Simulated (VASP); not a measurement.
GaP, 2 atoms in the cell. The structure is cubic, space group F-43m (No. 216). Conventional cell: a = 5.451 Å, b = 5.451 Å, c = 5.451 Å, α = 90.00°, β = 90.00°, γ = 90.00°. Ga (site symmetry -43m) has 4 P at 2.36 Å within 3.1 Å. Within 3.1 Å of P (site symmetry -43m) lie 4 Ga at 2.36 Å. 

* Program: VASP 6.6.1
* Task: single point
* Functional: PBE
* Potentials or basis: VASP PAW PBE potentials, release 64 (Ga_d, P)
* Cutoff: 520 eV
* k mesh: 8 × 8 × 8
* Occupations: fermi-dirac, width 0.02 eV
* Spin: no spin polarisation
* Dipole correction: no
* Further INCAR settings: ALGO = Normal; EDIFF = 1e-07; NBANDS = 16

Potentials or basis: VASP PAW PBE potentials, release 64 (Ga_d, P).

The run is started by

```bash
$ cat potpaw_PBE.64/Ga_d/POTCAR potpaw_PBE.64/P/POTCAR > POTCAR
$ mpirun -np 1 vasp_std > vasp.out
```

Hardware: 1 thread of Intel Xeon 8259CL, with other jobs on the host.

Question: Estimate the wall time of this run.

Answer: Wall time 31 s on 1 thread of Intel Xeon 8259CL, with other jobs on the host, peak memory 0.17 GiB. Counts: scf iterations 14, k points 29.
